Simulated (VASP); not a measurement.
Se, 3 atoms in the cell. Symmetry: P3_121, No. 152, trigonal system. The conventional cell has a = 4.366 Å, b = 4.366 Å, c = 4.954 Å, α = 90.00°, β = 90.00°, γ = 120.00°. Within 3.1 Å of Se (site symmetry 2) lie 2 Se at 2.37 Å. 

- Program: VASP 6.6.1
- Task: relaxation of cell and atoms
- Functional: PBE
- Dispersion: D3(BJ)
- Potentials or basis: VASP PAW PBE potentials, release 64 (Se)
- Cutoff: 600 eV
- k mesh: 6 × 6 × 6
- Occupations: gaussian, width 0.02 eV
- Spin: no spin polarisation
- Dipole correction: no
- Further INCAR settings: ALGO = Normal; EDIFF = 1e-06; IBRION = 2; EDIFFG = -0.005; NSW = 100; ISIF = 3

Potentials or basis: VASP PAW PBE potentials, release 64 (Se).

Command:

```console
$ cat potpaw_PBE.64/Se/POTCAR > POTCAR
$ mpirun -np 1 vasp_std > vasp.out
```

Hardware: 1 thread of Oxide Virtual Turin-like Processor, on a shared host.

**Question.** Estimate the wall time of this run.

**Answer.** Run time: 6.7 min on 1 thread of Oxide Virtual Turin-like Processor (shared host), peak memory 0.21 GiB. Counts: scf iterations 92, k points 34, ion steps 15.
